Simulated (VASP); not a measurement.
# Nd3Si2I (P-3m1) in VASP: single point with PBE

Aim: the single point of Nd3Si2I with PBE.

All numbers are computed with VASP 6.6.1; they aren't measurements. Logs are shortened: lines on timing, memory, paths and dates and some standing lists are left out, and cuts for length are marked.

## (1) The cell of the first run

The structure is trigonal, space group P-3m1 (No. 164). The conventional cell has a = 4.312 Å, b = 4.312 Å, c = 11.233 Å, α = 90.00°, β = 90.00°, γ = 120.00°. Nd (site symmetry 3m) has 3 Si at 2.90 Å and 3 I at 3.42 Å within 3.8 Å. Within 4.4 Å of Nd (site symmetry -3m) lie 6 Si at 3.06 Å and 12 Nd at 4.11 to 4.31 Å. Within 3.8 Å of Si (site symmetry 3m) lie 6 Nd at 2.90 to 3.06 Å. Within 4.6 Å of I (site symmetry -3m) lie 6 Nd at 3.42 Å and 6 I at 4.31 Å and 6 Si at 4.58 Å.

## (2) Single point, PBE

POSCAR reads:

```
Nd3Si2I
1.0
    4.3120375403      0.0000000000      0.0000000000
   -2.1560187702      3.7343340520      0.0000000000
    0.0000000000      0.0000000000     11.2325278755
Nd Si I
3 2 1
Direct
    0.3333333333      0.6666666667      0.2089216187
    0.0000000000      0.0000000000      0.5000000000
    0.6666666667      0.3333333333      0.7910783813
    0.3333333333      0.6666666667      0.6579451084
    0.6666666667      0.3333333333      0.3420548916
    0.0000000000      0.0000000000      0.0000000000
```

INCAR.step1 reads:

```
  ALGO = Normal
  EDIFF = 1E-6
  ENCUT = 400
  GGA = PE
  GGA_COMPAT = F
  ISIF = 2
  ISMEAR = 0
  LASPH = T
  LCHARG = T
  LMAXMIX = 6
  LORBIT = 11
  LREAL = F
  LWAVE = F
  NBANDS = 33
  NEDOS = 2001
  NELM = 200
  PREC = Accurate
  SIGMA = 0.1
```

KPOINTS.step1 reads:

```
k-points
0
Gamma
  12 12 4
```

INCAR.step2 reads:

```
  ALGO = Normal
  EDIFF = 1E-6
  ENCUT = 400
  GGA = PE
  GGA_COMPAT = F
  ICHARG = 11
  ISIF = 2
  ISMEAR = -5
  LASPH = T
  LCHARG = F
  LMAXMIX = 6
  LORBIT = 10
  LREAL = F
  LWAVE = F
  NEDOS = 2001
  NELM = 200
  PREC = Accurate
  SIGMA = 0.1
```

KPOINTS.step2 reads:

```
k-points
0
Gamma
  18 18 6
```

Potentials or basis: VASP PAW PBE potentials, release 64 (Nd_3, Si, I), 4f in core.

Launch:

```console
$ cat potpaw_PBE.64/Nd_3/POTCAR potpaw_PBE.64/Si/POTCAR potpaw_PBE.64/I/POTCAR > POTCAR
$ cp INCAR.step1 INCAR
$ cp KPOINTS.step1 KPOINTS
$ mpirun -np 1 vasp_std > vasp.out
$ cp INCAR.step2 INCAR
$ cp KPOINTS.step2 KPOINTS
$ mpirun -np 1 vasp_std > vasp.out
```

OUTCAR:

```text
EDIFF = 1E-6
   ENCUT = 400
   GGA = PE
   ICHARG = 11
   ISIF = 2
   ISMEAR = -5
   LASPH = T
   LORBIT = 10
   LREAL = F
   NELM = 200
   PREC = Accurate

 ion  position               nearest neighbor table
   1  0.333  0.667  0.209-   5 2.90   5 2.90   5 2.90   6 3.42   6 3.42   6 3.42
   2  0.000  0.000  0.500-   4 3.06   5 3.06   5 3.06   4 3.06   5 3.06   4 3.06
   3  0.667  0.333  0.791-   4 2.90   4 2.90   4 2.90   6 3.42   6 3.42   6 3.42
   4  0.333  0.667  0.658-   3 2.90   3 2.90   3 2.90   2 3.06   2 3.06   2 3.06
   5  0.667  0.333  0.342-   1 2.90   1 2.90   1 2.90   2 3.06   2 3.06   2 3.06
   6  0.000  0.000  0.000-   1 3.42   3 3.42   3 3.42   1 3.42   3 3.42   1 3.42

  LATTYP: Found a hexagonal cell.
 ALAT       =     4.3120375403
 C/A-ratio  =     2.6049234893

  Lattice vectors:

 A1 = (   4.3120375403,   0.0000000000,   0.0000000000)
 A2 = (  -2.1560187702,   3.7343340520,   0.0000000000)
 A3 = (   0.0000000000,   0.0000000000,  11.2325278755)

Analysis of symmetry for initial positions (statically):
=====================================================================
 Subroutine PRICEL returns:
 Original cell was already a primitive cell.

 Routine SETGRP: Setting up the symmetry group for a
 hexagonal supercell.

 Subroutine GETGRP returns: Found 12 space group operations
 (whereof 12 operations were pure point group operations)
 out of a pool of 24 trial point group operations.

The static configuration has the point symmetry D_3d.

Analysis of symmetry for dynamics (positions and initial velocities):
=====================================================================
 Subroutine PRICEL returns:
 Original cell was already a primitive cell.

 Routine SETGRP: Setting up the symmetry group for a
 hexagonal supercell.

 Subroutine GETGRP returns: Found 12 space group operations
 (whereof 12 operations were pure point group operations)
 out of a pool of 24 trial point group operations.

The dynamic configuration has the point symmetry D_3d.

 Subroutine INISYM returns: Found 12 space group operations
 (whereof 12 operations are pure point group operations),
 and found     1 'primitive' translations

----------------------------------------------------------------------------------------

                                     Primitive cell

  volume of cell :     180.8728

  direct lattice vectors                    reciprocal lattice vectors
     4.312037540  0.000000000  0.000000000     0.231908927  0.133892682  0.000000000
    -2.156018770  3.734334052  0.000000000     0.000000000  0.267785363  0.000000000
     0.000000000  0.000000000 11.232527876     0.000000000  0.000000000  0.089027155

  length of vectors
     4.312037540  4.312037540 11.232527876     0.267785363  0.267785363  0.089027155

  position of ions in fractional coordinates (direct lattice)
     0.333333333  0.666666667  0.208921619
     0.000000000  0.000000000  0.500000000
     0.666666667  0.333333333  0.791078381
     0.333333333  0.666666667  0.657945108
     0.666666667  0.333333333  0.342054892
     0.000000000  0.000000000  0.000000000

  ion indices of the primitive-cell ions
   primitive index   ion index
                 1           1
                 2           2
                 3           3
                 4           4
                 5           5
                 6           6

----------------------------------------------------------------------------------------

 KPOINTS: k-points

Automatic generation of k-mesh.
 Grid dimensions read from file:
 generate k-points for:   18   18    6

 Generating k-lattice:

  Cartesian coordinates                     Fractional coordinates (reciprocal lattice)
     0.012883829  0.007438482  0.000000000     0.055555556  0.000000000  0.000000000
     0.000000000  0.014876965  0.000000000     0.000000000  0.055555556  0.000000000
     0.000000000  0.000000000  0.014837859     0.000000000  0.000000000  0.166666667

  Length of vectors
     0.014876965  0.014876965  0.014837859

  Shift w.r.t. Gamma in fractional coordinates (k-lattice)
     0.000000000  0.000000000  0.000000000

 TETIRR: Found   2825 inequivalent tetrahedra from    11664

 Subroutine IBZKPT returns following result:
 ===========================================

 Found    202 irreducible k-points:

 Following reciprocal coordinates:
            Coordinates               Weight
  0.000000  0.000000  0.000000      1.000000
  0.055556  0.000000  0.000000      6.000000
  0.111111  0.000000  0.000000      6.000000
  0.166667  0.000000  0.000000      6.000000
  0.222222  0.000000  0.000000      6.000000
  0.277778  0.000000  0.000000      6.000000
[... 16 lines left out ...]
  0.333333  0.111111  0.000000     12.000000
  0.388889  0.111111  0.000000     12.000000
 [... further k-points ...]
   k-points           NKPTS =    202   k-points in BZ     NKDIM =    202   number of bands    NBANDS=     28
   number of dos      NEDOS =   2001   number of ions     NIONS =      6
   total plane-waves  NPLWV =  62720
   dimension x,y,z NGX =    28 NGY =   28 NGZ =   80
   dimension x,y,z NGXF=    56 NGYF=   56 NGZF=  160
   ions per type =               3   2   1
   NGX,Y,Z   is equivalent  to a cutoff of  10.80, 10.80, 11.84 a.u.
   NGXF,Y,Z  is equivalent  to a cutoff of  21.59, 21.59, 23.68 a.u.
 SYSTEM =  unknown system
   PREC   = accura    normal or accurate (medium, high low for compatibility)
   ISTART =      0    job   : 0-new  1-cont  2-samecut
   ICHARG =     11    charge: 1-file 2-atom 10-const
   ISPIN  =      1    spin polarized calculation?
   LNONCOLLINEAR =      F non collinear calculations
   LSORBIT =      F    spin-orbit coupling
   LASPH  =      T    aspherical Exc in radial PAW
   ENCUT  =  400.0 eV  29.40 Ry    5.42 a.u.   7.03  7.03 18.32*2*pi/ulx,y,z
   NELM   =    200;   NELMIN=  2; NELMDL=  0     # of ELM steps
   EDIFF  = 0.1E-05   stopping-criterion for ELM
   LREAL  =      F    real-space projection
   EDIFFG = 0.1E-04   stopping-criterion for IOM
   NSW    =      0    number of steps for IOM
   IBRION =     -1    ionic relax: 0-MD 1-quasi-New 2-CG
   NFREE  =      0    steps in history (QN), initial steepest desc. (CG)
   ISIF   =      2    stress and relaxation
   ISYM   =      2    0-nonsym 1-usesym 2-fastsym
   POTIM  = 0.5000    time-step for ionic-motion
   TEBEG  =    0.0;   TEEND  =   0.0 temperature during run
   PSTRESS=    0.0 pullay stress
   NELECT =      48.0000    total number of electrons
   NUPDOWN=      -1.0000    fix difference up-down
   EMIN   =  10.00;   EMAX   =-10.00  energy-range for DOS
   EFERMI =   0.00;   METHOD = LEGACY
   ISMEAR =    -5;   SIGMA  =   0.10  broadening in eV -4-tet -1-fermi 0-gaus
   EFERMI_NEDOS =   21; number of points for ismear=-14 and -15
   IALGO  =     38    algorithm
   IMIX   =      4    mixing-type and parameters
     AMIX     =   0.40;   BMIX     =  1.00
     AMIX_MAG =   1.60;   BMIX_MAG =  1.00
  volume/ion in A,a.u.               =      30.15       203.43
  Fermi-wavevector in a.u.,A,eV,Ry     =   1.052037  1.988061 15.058669  1.106781
  Thomas-Fermi vector in A             =   2.187103
   LORBIT       =     10    0 simple, 1 ext, 2 COOP (PROOUT), +10 PAW based schemes
   GGA     = PE    functional components
   LHFCALC =     F    Hartree Fock is set to
   AEXX    =    0.0000 exact exchange contribution
   IVDW    =     0    specifies the selected vdW correction
   LEPSILON=     F    determine dielectric tensor
   LRPA    =     F    only Hartree local field effects (RPA)
 non-spin polarized calculation
 Fermi weights with tetrahedron method with Bloechl corrections
  energy-cutoff  :      400.00
  volume of cell :      180.87
 maximum number of plane-waves:      3318

 number of electron      48.0000003 magnetization

 Free energy of the ion-electron system (eV)
  ---------------------------------------------------
  ext. energy  EPLUGINS =         0.00000000
  ---------------------------------------------------
  free energy    TOTEN  =       -31.39284921 eV

  energy without entropy =      -31.39284921  energy(sigma->0) =      -31.39284921

 E-fermi :   4.2309     XC(G=0):  -9.4465

 val. band max:        4.2608825637   @ k =   0.0000   0.0000   0.1667
 cond. band min:       4.1821712203   @ k =   0.0000   0.3889   0.1667
 fundamental gap:     -0.0787113434
 Fermi energy:         4.2308677123

 k-point     1 :       0.0000    0.0000    0.0000
  band No.  band energies     occupation
      1     -33.6673      2.00000
      2     -33.6667      2.00000
      3     -32.8282      2.00000
      4     -14.9760      2.00000
      5     -14.9346      2.00000
      6     -14.7097      2.00000
[... 20 lines left out ...]
     27       5.4191      0.00000
     28       6.0781      0.00000

 k-point     2 :       0.0556    0.0000    0.0000
  band No.  band energies     occupation
      1     -33.6670      2.00000
      2     -33.6663      2.00000
      3     -32.8279      2.00000
      4     -14.9738      2.00000
      5     -14.9329      2.00000
      6     -14.7172      2.00000
[... 20 lines left out ...]
     27       5.4899      0.00000
     28       5.8676      0.00000

 k-point     3 :       0.1111    0.0000    0.0000
  band No.  band energies     occupation
      1     -33.6660      2.00000
      2     -33.6654      2.00000
      3     -32.8269      2.00000
      4     -14.9676      2.00000
      5     -14.9283      2.00000
      6     -14.7383      2.00000
[... 616 lines left out ...]
      3     -32.8181      2.00000
      4     -14.9226      2.00000
      5     -14.9041      2.00000
      6     -14.9007      2.00000
[... 20 lines left out ...]
     27       6.0728      0.00000
     28       6.3727      0.00000

 k-point    24 :       0.3889    0.1111    0.0000
  band No.  band energies     occupation
      1     -33.6560      2.00000
      2     -33.6558      2.00000
      3     -32.8172      2.00000
      4     -14.9348      2.00000
      5     -14.9185      2.00000
      6     -14.8971      2.00000
[... 20 lines left out ...]
     27       6.0696      0.00000
     28       6.6232      0.00000

 [... further k-points ...]

------------------------ aborting loop because EDIFF is reached ----------------------------------------

  FORCE on cell =-STRESS in cart. coord.  units (eV):
  Direction    XX          YY          ZZ          XY          YZ          ZX
  --------------------------------------------------------------------------------------
  -------------------------------------------------------------------------------------
  Total        0.1879359      0.1879359      0.1880972     -0.0000000      0.0000000     -0.0000000
  in kB        1.6647426      1.6647426      1.6661716     -0.0000000      0.0000000     -0.0000000
  external PRESSURE =       1.6652189 kB  Pullay stress =       0.0000000 kB

 VOLUME and BASIS-vectors are now :
 -----------------------------------------------------------------------------
  energy-cutoff  :      400.00
  volume of cell :      180.87
      direct lattice vectors                 reciprocal lattice vectors
     4.312037540  0.000000000  0.000000000     0.231908927  0.133892682  0.000000000
    -2.156018770  3.734334052  0.000000000     0.000000000  0.267785363  0.000000000
     0.000000000  0.000000000 11.232527876     0.000000000  0.000000000  0.089027155

 POSITION                                       TOTAL-FORCE (eV/Angst)
 -----------------------------------------------------------------------------------
     -0.00000      2.48956      2.34672         0.000000     -0.000000      0.009241
      0.00000      0.00000      5.61626        -0.000000      0.000000      0.000000
      2.15602      1.24478      8.88581        -0.000000      0.000000     -0.009241
     -0.00000      2.48956      7.39039         0.000000      0.000000      0.023152
      2.15602      1.24478      3.84214        -0.000000     -0.000000     -0.023152
      0.00000      0.00000      0.00000        -0.000000      0.000000      0.000000
 -----------------------------------------------------------------------------------
    total drift:                                0.000000     -0.000000     -0.000000

  FREE ENERGIE OF THE ION-ELECTRON SYSTEM (eV)
  ---------------------------------------------------
  free  energy   TOTEN  =       -31.3928492092 eV

  energy  without entropy=      -31.3928492092  energy(sigma->0) =      -31.39284921

 total charge

# of ion       s       p       d       tot
------------------------------------------
    1        2.096   5.820   0.906   8.822
    2        2.086   5.846   0.849   8.781
    3        2.096   5.820   0.906   8.822
    4        0.800   0.906   0.000   1.706
    5        0.800   0.906   0.000   1.706
    6        1.499   2.815   0.022   4.336
--------------------------------------------------
tot          9.376  22.112   2.684  34.172
```

Wall time 10 min (1 thread of Intel Xeon Platinum 8259CL at 2.50GHz (Skylake/Cascade Lake), shared host); peak memory 0.71 GiB.

Results:

```
Valence electrons inside the program's atomic spheres : Nd 8.82, 8.78 (each value once); Si 1.71; I 4.34
```

Levels at points of the mesh, in eV from the Fermi level:
```csv
k point,band 22,band 23,band 24,band 25,band 26,band 27
"(0.00, 0.00, 0.00)",-0.42,0.12,0.12,1.09,1.19,1.19
"(0.50, 0.00, 0.00)",-0.77,-0.65,-0.39,0.12,1.75,2.10
"(0.00, 0.00, 0.50)",-0.69,-0.27,-0.27,1.29,1.38,1.38
"(0.50, 0.00, 0.50)",-0.76,-0.65,-0.15,-0.09,1.30,1.83
```

Caveat: spin-orbit coupling is left out, which moves the levels of the heavy elements; the 4f electrons are frozen in the core, so they carry no moment and show no levels; the run has no spin polarisation, though such a crystal can be magnetic. Spin polarisation is off, so any magnetic state and its effect on volume and gap are missing.
